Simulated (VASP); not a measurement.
Write the native input for VASP 6.6.1 that does the following.

```yaml
Task: single point
Functional: PBEsol
Potentials_or_basis: VASP PAW PBE potentials, release 64 (In_d, Pd)
Cutoff: 500 eV
k_mesh: 25 × 25 × 25
Occupations: tetrahedron, width 0.1 eV
Spin: no spin polarisation
Tolerance_level: standard
Purpose: density of states
K_density: 9 × 9 × 9
Further_INCAR_settings: ALGO = Normal; EDIFF = 1e-06; NBANDS = 28
```

Crystal: InPd.

```
CELL_PARAMETERS angstrom
3.27188 0.00000 0.00000
0.00000 3.27188 0.00000
0.00000 0.00000 3.27188
ATOMIC_POSITIONS crystal
In 0.00000 0.00000 0.00000
Pd 0.50000 0.50000 0.50000
```

These files were run (other wordings do the same):

POSCAR

```
InPd
1.0
    3.2718847800      0.0000000000      0.0000000000
    0.0000000000      3.2718847800      0.0000000000
    0.0000000000      0.0000000000      3.2718847800
In Pd
1 1
Direct
    0.0000000000      0.0000000000      0.0000000000
    0.5000000000      0.5000000000      0.5000000000
```

INCAR.step1

```
SYSTEM = InPd
GGA = PS
ISMEAR = 1
SIGMA = 0.1
LWAVE = .False.
LCHARG = .True.
NBANDS = 28
PREC = Accurate
LASPH = .True.
LREAL = .False.
ALGO = Normal
EDIFF = 1E-6
NELM = 120
GGA_COMPAT = .False.
ENCUT = 500
LMAXMIX = 4
```

KPOINTS.step1

```
k-points
0
Gamma
  9 9 9
```

INCAR.step2

```
SYSTEM = InPd
GGA = PS
ISMEAR = -5
LWAVE = .False.
LCHARG = .False.
NBANDS = 28
PREC = Accurate
LASPH = .True.
LREAL = .False.
ALGO = Normal
EDIFF = 1E-6
NELM = 120
GGA_COMPAT = .False.
ENCUT = 500
LMAXMIX = 4
NEDOS = 4001
LORBIT = 11
EMIN = -6.6405
EMAX = 18.3595
ICHARG = 11
```

KPOINTS.step2

```
Automatic mesh
0
Gamma
  25 25 25
  0 0 0
```

Potentials or basis: VASP PAW PBE potentials, release 64 (In_d, Pd).

The run is started by

```sh
$ cat potpaw_PBE.64/In_d/POTCAR potpaw_PBE.64/Pd/POTCAR > POTCAR
$ cp INCAR.step1 INCAR
$ cp KPOINTS.step1 KPOINTS
$ mpirun -np 1 vasp_std > vasp.out
$ cp INCAR.step2 INCAR
$ cp KPOINTS.step2 KPOINTS
$ mpirun -np 1 vasp_std > vasp.out
```

It gave:

```yaml
Valence_electrons_inside_the_program's_atomic_spheres: In 11.45; Pd 9.48
Density_of_states_at_the_Fermi_level: 0.37 states/eV/atom
```

Caveat: spin-orbit coupling is left out, which moves the levels of the heavy elements.

It took 84 s on 1 thread of Intel(R) Xeon(R) 6975P-C (Granite Rapids), with other jobs on the host, peak memory 0.46 GiB.
